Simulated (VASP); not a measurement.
# Ta2C (P-3m1) in VASP: further runs

The runs below take Ta2C through relaxation of cell and atoms, with PBEsol.

All numbers are computed with VASP 6.6.1; they aren't measurements. Logs are shortened: lines on timing, memory, paths and dates and some standing lists are left out, and cuts for length are marked.

**1. The cell of the first run**

The structure is trigonal, space group P-3m1 (No. 164). The conventional cell has a = 3.060 Å, b = 3.060 Å, c = 4.865 Å, α = 90.00°, β = 90.00°, γ = 120.00°. Ta (site symmetry 3m) has 3 C at 2.16 Å and 12 Ta at 2.98 to 3.06 Å within 3.1 Å. C (site symmetry -3m) has 6 Ta at 2.16 Å within 2.9 Å.

**2. Relaxation of cell and atoms, PBEsol, target pressure 10 GPa, at which the enthalpy is minimised**

INCAR reads:

```
ALGO = Fast ; EDIFF = 1E-6
EDIFFG = -0.008 ; ENCUT = 600
GGA = PS ; IBRION = 2
ISIF = 3 ; ISMEAR = 0
LASPH = T ; LCHARG = F
LREAL = F ; LWAVE = F
NELM = 80 ; NSW = 70
PREC = Accurate ; PSTRESS = 100.0
SIGMA = 0.1
```

KPOINTS reads:

```
k-points
0
Gamma
  18 18 8
```

POSCAR reads:

```
Ta2C
1.0
    3.0595508682      0.0000000000      0.0000000000
   -1.5297754341      2.6496487760      0.0000000000
    0.0000000000      0.0000000000      4.8651268770
Ta C
2 1
Direct
    0.3333333333      0.6666666667      0.2538949289
    0.6666666667      0.3333333333      0.7461050711
    0.0000000000      0.0000000000      0.0000000000
```

Potentials or basis: VASP PAW PBE potentials, release 64 (Ta_pv, C).

Started as:

```sh
cat potpaw_PBE.64/Ta_pv/POTCAR potpaw_PBE.64/C/POTCAR > POTCAR
mpirun -np 1 vasp_std > vasp.out
```

OUTCAR:

```text
EDIFF = 1E-6
   EDIFFG = -0.008
   ENCUT = 600
   GGA = PS
   IBRION = 2
   ISIF = 3
   ISMEAR = 0
   LASPH = T
   LREAL = F
   NELM = 80
   NSW = 70
   PREC = Accurate
   PSTRESS = 100.0

 ion  position               nearest neighbor table
   1  0.333  0.667  0.254-   3 2.16   3 2.16   3 2.16   2 2.98   2 2.98   2 2.98   2 3.04   2 3.04
                             2 3.04
   2  0.667  0.333  0.746-   3 2.16   3 2.16   3 2.16   1 2.98   1 2.98   1 2.98   1 3.04   1 3.04
                             1 3.04
   3  0.000  0.000  0.000-   1 2.16   2 2.16   1 2.16   2 2.16   2 2.16   1 2.16

  LATTYP: Found a hexagonal cell.
 ALAT       =     3.0595508682
 C/A-ratio  =     1.5901441377

  Lattice vectors:

 A1 = (   3.0595508682,   0.0000000000,   0.0000000000)
 A2 = (  -1.5297754341,   2.6496487760,   0.0000000000)
 A3 = (   0.0000000000,   0.0000000000,   4.8651268770)

Analysis of symmetry for initial positions (statically):
=====================================================================
 Subroutine PRICEL returns:
 Original cell was already a primitive cell.

 Routine SETGRP: Setting up the symmetry group for a
 hexagonal supercell.

 Subroutine GETGRP returns: Found 12 space group operations
 (whereof 12 operations were pure point group operations)
 out of a pool of 24 trial point group operations.

The static configuration has the point symmetry D_3d.

Analysis of symmetry for dynamics (positions and initial velocities):
=====================================================================
 Subroutine PRICEL returns:
 Original cell was already a primitive cell.

 Routine SETGRP: Setting up the symmetry group for a
 hexagonal supercell.

 Subroutine GETGRP returns: Found 12 space group operations
 (whereof 12 operations were pure point group operations)
 out of a pool of 24 trial point group operations.

The dynamic configuration has the point symmetry D_3d.

 Subroutine INISYM returns: Found 12 space group operations
 (whereof 12 operations are pure point group operations),
 and found     1 'primitive' translations

----------------------------------------------------------------------------------------

                                     Primitive cell

  volume of cell :      39.4403

[... 96 lines left out ...]
   ISIF   =      3    stress and relaxation
   ISYM   =      2    0-nonsym 1-usesym 2-fastsym
   POTIM  = 0.5000    time-step for ionic-motion
   TEBEG  =    0.0;   TEEND  =   0.0 temperature during run
   PSTRESS=  100.0 pullay stress
   NELECT =      26.0000    total number of electrons
   NUPDOWN=      -1.0000    fix difference up-down
   EMIN   =  10.00;   EMAX   =-10.00  energy-range for DOS
   EFERMI =   0.00;   METHOD = LEGACY
   ISMEAR =     0;   SIGMA  =   0.10  broadening in eV -4-tet -1-fermi 0-gaus
   EFERMI_NEDOS =   21; number of points for ismear=-14 and -15
   IALGO  =     68    algorithm
   IMIX   =      4    mixing-type and parameters
     AMIX     =   0.40;   BMIX     =  1.00
     AMIX_MAG =   1.60;   BMIX_MAG =  1.00
  volume/ion in A,a.u.               =      13.15        88.72
  Fermi-wavevector in a.u.,A,eV,Ry     =   1.424796  2.692473 27.620404  2.030042
  Thomas-Fermi vector in A             =   2.545248
   LORBIT       =      0    0 simple, 1 ext, 2 COOP (PROOUT), +10 PAW based schemes
   GGA     = PS    functional components
   LHFCALC =     F    Hartree Fock is set to
   AEXX    =    0.0000 exact exchange contribution
   IVDW    =     0    specifies the selected vdW correction
   LEPSILON=     F    determine dielectric tensor
   LRPA    =     F    only Hartree local field effects (RPA)
 conjugate gradient relaxation of ions
 non-spin polarized calculation
 RMM-DIIS sequential band-by-band and
 Gauss-broadening in eV      SIGMA  =   0.10
  energy-cutoff  :      600.00
  volume of cell :       39.44
 maximum number of plane-waves:      1335
   NGX = 13   NGY = 13   NGZ = 19

--------------------------------------- Ionic step        1  -------------------------------------------

 number of electron      26.0000003 magnetization

 Free energy of the ion-electron system (eV)
  ---------------------------------------------------
  ext. energy  EPLUGINS =         0.00000000
  ---------------------------------------------------
  free energy    TOTEN  =       -36.65813994 eV

  energy without entropy =      -36.65456622  energy(sigma->0) =      -36.65635308

------------------------ aborting loop because EDIFF is reached ----------------------------------------

  FORCE on cell =-STRESS in cart. coord.  units (eV):
  Direction    XX          YY          ZZ          XY          YZ          ZX
  --------------------------------------------------------------------------------------
  -------------------------------------------------------------------------------------
  Total        2.7051388      2.7051388      2.7403003      0.0000000      0.0000000      0.0000000
  in kB      109.8904575    109.8904575    111.3188157      0.0000000      0.0000000      0.0000000
  external PRESSURE =      10.3665769 kB  Pullay stress =     100.0000000 kB
[... 143 lines left out ...]
--------------------------------------- Ionic step        5  -------------------------------------------

 number of electron      26.0000004 magnetization

 Free energy of the ion-electron system (eV)
  ---------------------------------------------------
  ext. energy  EPLUGINS =         0.00000000
  ---------------------------------------------------
  free energy    TOTEN  =       -36.66409285 eV

  energy without entropy =      -36.66055381  energy(sigma->0) =      -36.66232333

 E-fermi :   6.7831     XC(G=0): -13.1167

 val. band max:        6.7737477903   @ k =   0.0000   0.1111   0.3750
 cond. band min:       6.7847142802   @ k =   0.0000   0.1111   0.1250
 fundamental gap:      0.0109664899
 Fermi energy:         6.7830513709

 k-point     1 :       0.0000    0.0000    0.0000
  band No.  band energies     occupation
      1     -27.9779      2.00000
      2     -27.1717      2.00000
      3     -27.1717      2.00000
      4     -27.0409      2.00000
      5     -27.0409      2.00000
      6     -26.9517      2.00000
[... 457 lines left out ...]
      4     -27.4262      2.00000
      5     -27.1935      2.00000
      6     -27.1870      2.00000
[... 9 lines left out ...]
     16      11.4277      0.00000
     17      11.8463      0.00000

 [... further k-points ...]

------------------------ aborting loop because EDIFF is reached ----------------------------------------

  FORCE on cell =-STRESS in cart. coord.  units (eV):
  Direction    XX          YY          ZZ          XY          YZ          ZX
  --------------------------------------------------------------------------------------
  -------------------------------------------------------------------------------------
  Total        2.4743036      2.4743036      2.4625944      0.0000000      0.0000000      0.0000000
  in kB      100.3249827    100.3249827     99.8502110      0.0000000      0.0000000      0.0000000
  external PRESSURE =       0.1667254 kB  Pullay stress =     100.0000000 kB
[... 22 lines left out ...]
  energy  without entropy=      -36.6605538117  energy(sigma->0) =      -36.66232333

  enthalpy is  TOTEN    =       -34.1978042225 eV   P V=        2.4662886251

 reached required accuracy - stopping structural energy minimisation
```

OSZICAR:

```text
N       E                     dE             d eps       ncg     rms          rms(c)
DAV:   1     0.208376478794E+03    0.20838E+03   -0.16692E+04  9044   0.180E+03
DAV:   2    -0.329950217110E+02   -0.24137E+03   -0.23879E+03 10661   0.448E+02
DAV:   3    -0.404854325204E+02   -0.74904E+01   -0.73961E+01 12310   0.690E+01
[... 49 lines left out ...]
RMM:   2    -0.366641078101E+02    0.20626E-04   -0.12906E-03  9113   0.356E-01    0.414E-02
RMM:   3    -0.366640889145E+02    0.18896E-04   -0.26786E-04  9051   0.164E-01    0.193E-02
RMM:   4    -0.366640929219E+02   -0.40074E-05   -0.39251E-05  9497   0.695E-02    0.899E-03
RMM:   5    -0.366640928134E+02    0.10846E-06   -0.11382E-05  8873   0.330E-02    0.602E-03
RMM:   6    -0.366640928476E+02   -0.34180E-07   -0.22762E-06  5893   0.157E-02
   5 F= -.34197804E+02 E0= -.34196035E+02  d E =-.261141E-03
```

CONTCAR:

```text
Ta2C
   1.00000000000000
     3.0613163711346032    0.0000000000000000    0.0000000000000000
    -1.5306581855673016    2.6511777463894259    0.0000000000000000
     0.0000000000000000    0.0000000000000000    4.8686373067446533
  Ta              C
     2     1
Direct
     0.3333333332999970    0.6666666667000030    0.2550113266835224
     0.6666666667000030    0.3333333332999970    0.7449886733164777
     0.0000000000000000    0.0000000000000000    0.0000000000000000

  0.00000000E+00  0.00000000E+00  0.00000000E+00
  0.00000000E+00  0.00000000E+00  0.00000000E+00
  0.00000000E+00  0.00000000E+00  0.00000000E+00
```

Run time: 12 min. Hardware: 1 thread of AMD EPYC 9755, shared host; peak memory 0.3 GiB.

Results:

| Item | Value |
| --- | --- |
| Free energy | -36.6641 eV |
| Relaxed volume | 13.17 Å³/atom |
| Relaxed cell | a = 3.061 Å, b = 3.061 Å, c = 4.869 Å, α = 90.00°, β = 90.00°, γ = 120.00° |
| Space group after relaxing (to 0.1 Å) | P-3m1 (No. 164) |
| Energy change on relaxing (the run minimises the enthalpy) | -2.0 meV/atom |
| Ionic steps | 5 |
| Pressure after relaxing | 10.0 GPa |
| Band gap on the k mesh | zero (bands 13 and 14 overlap by 0.84 eV) |

Step by step:
```tsv
step	energy change (eV)	largest force (eV/Å)	pressure (GPa)	volume (Å³)
1	0.0000	0.2033	11.04	39.44
2	-0.0259	0.2336	6.31	39.93
3	-0.0102	0.0664	9.56	39.59
4	-0.0031	0.0430	10.29	39.47
5	-0.0060	0.0010	10.02	39.51
```

Final structure:
```xyz
3
Lattice="3.0613 0.0000 0.0000 -1.5307 2.6512 0.0000 0.0000 0.0000 4.8686" Properties=species:S:1:pos:R:3 pbc="T T T"
Ta    0.0000    1.7675    1.2416
Ta    1.5307    0.8837    3.6271
C     0.0000    0.0000    0.0000
```

Levels at points of the mesh, in eV from the Fermi level:
| k point | band 11 | band 12 | band 13 | band 14 | band 15 | band 16 |
| --- | --- | --- | --- | --- | --- | --- |
| (0.00, 0.00, 0.00) | -2.94 | -0.02 | 0.52 | 0.52 | 1.18 | 1.18 |
| (0.50, 0.00, 0.00) | -3.94 | -1.83 | -0.17 | 3.42 | 3.64 | 4.95 |
| (0.00, 0.00, 0.50) | -1.99 | -1.48 | -0.31 | -0.31 | 3.16 | 3.16 |
| (0.50, 0.00, 0.50) | -2.61 | -1.13 | -0.94 | 1.47 | 1.54 | 4.59 |

Caveat: the cell is relaxed towards a set pressure, so the run minimises the enthalpy, not the energy; the PAW data sets were made with another functional, which shifts forces and pressure a little; spin-orbit coupling is left out, which moves the levels of the heavy elements.

[end of part 1 of 2]
